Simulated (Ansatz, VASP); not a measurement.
# BePt: VASP beside Ansatz

```xyz
2
Lattice="0.0000 2.3324 2.3324 2.3324 0.0000 2.3324 2.3324 2.3324 0.0000" Properties=species:S:1:pos:R:3 pbc="T T T"
Be    0.0000    0.0000    0.0000
Pt    2.3324    2.3324    2.3324
```

Alike in both runs: task relaxation of cell and atoms; functional PBE; k mesh 20 × 20 × 20; occupations fermi-dirac, width 0.15 eV; no spin polarisation.

```csv
,VASP,Ansatz
version,VASP 6.6.1,Ansatz 0.2.0
potentials or method,"VASP PAW PBE potentials, release 64 (Be, Pt), cutoff 600 eV","scalar-relativistic, plane waves, PAW"
valence electrons in the cell,12,20
```

```csv
,VASP,Ansatz,Ansatz less VASP
"gap on the k mesh at the Fermi level, each at its own relaxed structure (eV)",none,none,-
relaxed volume (Å³/atom),12.70,12.70,-0.004
relaxed length of the cell vector where the two differ most in proportion (Å),3.300,3.299,-0.0004
```

A gap of «none» marks a metal or a gap that the smearing closes. VASP's potentials hold 12 valence electrons a cell and Ansatz's 20, so a difference there can come from the potentials and not from the codes.

Spin-orbit coupling is off throughout.
